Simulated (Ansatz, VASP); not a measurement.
## CuSb: VASP beside Ansatz

POSCAR

```
CuSb
1.0
    0.0000000000      2.6732087600      2.6732087600
    2.6732087600      0.0000000000      2.6732087600
    2.6732087600      2.6732087600      0.0000000000
Cu Sb
1 1
Direct
    0.5000000000      0.5000000000      0.5000000000
    0.0000000000      0.0000000000      0.0000000000
```

The input INCAR.step1:

```
PREC = Accurate
ENCUT = 520
ISMEAR = 0
SIGMA = 0.05
LREAL = False
LASPH = True
NELM = 80
NBANDS = 15
GGA = PE
ALGO = Normal
EDIFF = 1E-4
LWAVE = True
LCHARG = False
```

File INCAR.step2:

```
PREC = Accurate
ENCUT = 520
EDIFF = 1E-7
ISMEAR = 0
SIGMA = 0.05
LREAL = False
LASPH = True
NELM = 80
ALGO = Normal
ISIF = 2
LWAVE = False
LCHARG = False
METAGGA = R2SCAN
LMIXTAU = True
NBANDS = 15
ISTART = 1
```

KPOINTS

```
Automatic mesh
0
Gamma
  12 12 12
```

Input for Ansatz:

```yaml
crystal:
  lattice:
    - [0.0, 2.67320876, 2.67320876]
    - [2.67320876, 0.0, 2.67320876]
    - [2.67320876, 2.67320876, 0.0]
  atoms:
    - { symbol: Cu, position: [0.5, 0.5, 0.5] }
    - { symbol: Sb, position: [0.0, 0.0, 0.0] }
basis:
  ecutwfc: 500
  ecutrho_ratio: 4
kpoints:
  mp_grid: { grid: [12, 12, 12] }
hamiltonian:
  xc: r2scan
scf:
  occupations: { method: gaussian, width: 0.05 }
output:
  forces: true
  stress: true
  eigenvalues: true
```

Alike in both runs: task single point; functional r2SCAN; k mesh 12 × 12 × 12; occupations gaussian, width 0.05 eV; no spin polarisation.

|  | VASP | Ansatz |
| --- | --- | --- |
| version | VASP 6.6.1 | Ansatz 0.2.0 |
| potentials or method | VASP PAW PBE potentials, release 64 (Cu, Sb), cutoff 520 eV | scalar-relativistic, plane waves, PAW |
| valence electrons in the cell | 16 | 34 |

|  | VASP | Ansatz | Ansatz less VASP |
| --- | --- | --- | --- |
| gap on the k mesh at the Fermi level (eV) | none | none | - |
| pressure (GPa) | 1.9 | 1.8 | -0.04 |

VASP's potentials were made for PBE, not for r2SCAN. A gap of «none» marks a metal or a gap that the smearing closes. VASP's potentials hold 16 valence electrons a cell and Ansatz's 34, so a difference there can come from the potentials and not from the codes.

Spin-orbit coupling is off throughout.
